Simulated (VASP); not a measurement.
Wanted: the native input for a VASP 6.6.1 run.

```yaml
Task: single point
Functional: LDA
Potentials_or_basis: VASP PAW LDA potentials, release 64 (Pt_sv_GW, Ti_sv)
Cutoff: 570 eV
k_mesh: 7 × 7 × 7
Occupations: fermi-dirac, width 0.05 eV
Spin: no spin polarisation
Dipole_correction: no
Further_INCAR_settings: ALGO = Normal; EDIFF = 1e-06; NBANDS = 41
```

The structure of TiPt3 lies in POSCAR:

```
TiPt3
1.0
    3.8174470657      0.0000000000      0.0000000000
    0.0000000000      3.8174470657      0.0000000000
    0.0000000000      0.0000000000      3.8174470657
Pt Ti
3 1
Direct
    0.5000000000      0.5000000000      0.0000000000
    0.5000000000      0.0000000000      0.5000000000
    0.0000000000      0.5000000000      0.5000000000
    0.0000000000      0.0000000000      0.0000000000
```

The input as run:

INCAR

```
SYSTEM = TiPt3
ALGO = Normal ; EDIFF = 1E-6
ENCUT = 570 ; GGA = CA
GGA_COMPAT = .FALSE. ; ISIF = 2
ISMEAR = -1 ; LASPH = .TRUE.
LCHARG = .FALSE. ; LREAL = .FALSE.
LWAVE = .FALSE. ; NBANDS = 41
NELM = 120 ; PREC = Accurate
SIGMA = 0.05
```

KPOINTS

```
k-points
0
G
  7 7 7
  0 0 0
```

Potentials or basis: VASP PAW LDA potentials, release 64 (Pt_sv_GW, Ti_sv).

Run with:

```bash
$ cat potpaw_LDA.64/Pt_sv_GW/POTCAR potpaw_LDA.64/Ti_sv/POTCAR > POTCAR
$ mpirun -np 1 vasp_std > vasp.out
```

Results of the run:

- Pressure: 13.4 GPa
- Band gap on the k mesh: zero (bands 33 and 34 overlap by 1.68 eV)

Caveat: the cell stands under pressure; spin-orbit coupling is left out, which moves the levels of the heavy elements.

Wall time 33 s on 1 thread of Intel(R) Xeon(R) 6975P-C (Granite Rapids), on a shared host, peak memory 0.18 GiB.
